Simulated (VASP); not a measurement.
## Pb: relaxation of cell and atoms with PBEsol

Crystal: Pb.

```xyz
1
Lattice="0.0000 2.4750 2.4750 2.4750 0.0000 2.4750 2.4750 2.4750 0.0000" Properties=species:S:1:pos:R:3 pbc="T T T"
Pb    0.0000    0.0000    0.0000
```

```json
{"Program": "VASP 6.6.1", "Task": "relaxation of cell and atoms", "Functional": "PBEsol", "Potentials or basis": "VASP PAW PBE potentials, release 64 (Pb_d)", "Cutoff": "600 eV", "k mesh": "9 × 9 × 9", "Occupations": "fermi-dirac, width 0.05 eV", "Spin": "no spin polarisation", "Target pressure": "20 GPa", "Dipole correction": "no", "Further INCAR settings": "ALGO = Normal; EDIFF = 1e-06; IBRION = 2; EDIFFG = -0.005; NSW = 80; ISIF = 3"}
```

| Property | Result |
| --- | --- |
| Relaxed volume | 23.69 Å³/atom |
| Relaxed cell | a = 3.224 Å, b = 3.224 Å, c = 3.224 Å, α = 60.00°, β = 60.00°, γ = 60.00° |
| Space group after relaxing (to 0.05 Å) | Fm-3m (No. 225) |
| Energy change on relaxing (the enthalpy is what falls) | +311.9 meV/atom |
| Ionic steps | 5 |
| Pressure after relaxing | 20.0 GPa |
| Band gap on the k mesh | zero (band 7 reaches 19.67 eV, above the bottom of band 8 at 8.12 eV) |

Step by step:
| step | energy change (eV) | largest force (eV/Å) | pressure (GPa) | volume (Å³) |
| --- | --- | --- | --- | --- |
| 1 | 0.0000 | 0.0000 | -0.64 | 30.32 |
| 2 | 3.1557 | 0.0000 | 133.89 | 16.21 |
| 3 | 0.2390 | 0.0000 | 16.60 | 24.33 |
| 4 | 0.2824 | 0.0000 | 18.65 | 23.94 |
| 5 | 0.3119 | 0.0000 | 20.01 | 23.69 |

Final structure:
```
CELL_PARAMETERS angstrom
0.00000 2.27955 2.27955
2.27955 0.00000 2.27955
2.27955 2.27955 0.00000
ATOMIC_POSITIONS crystal
Pb 0.00000 0.00000 0.00000
```

Levels at points of the mesh, in eV from the Fermi level:
```tsv
k point	band 3	band 4	band 5	band 6	band 7	band 8	band 9	band 10	band 11
(0.00, 0.00, 0.00)	-17.19	-16.90	-16.90	-13.62	9.55	9.55	9.55	9.88	14.55
```

Run time: 78 s on 1 thread of Intel Xeon 8259CL, on a shared host, peak memory 0.18 GiB.

Caveat: the cell is relaxed towards a set pressure, so the enthalpy falls and the energy may rise; the volume moved by over 15 % at a fixed basis, so the end points are rough; the PAW data sets were made with another functional, which shifts forces and pressure a little; spin-orbit coupling is left out, which moves the levels of the heavy elements.
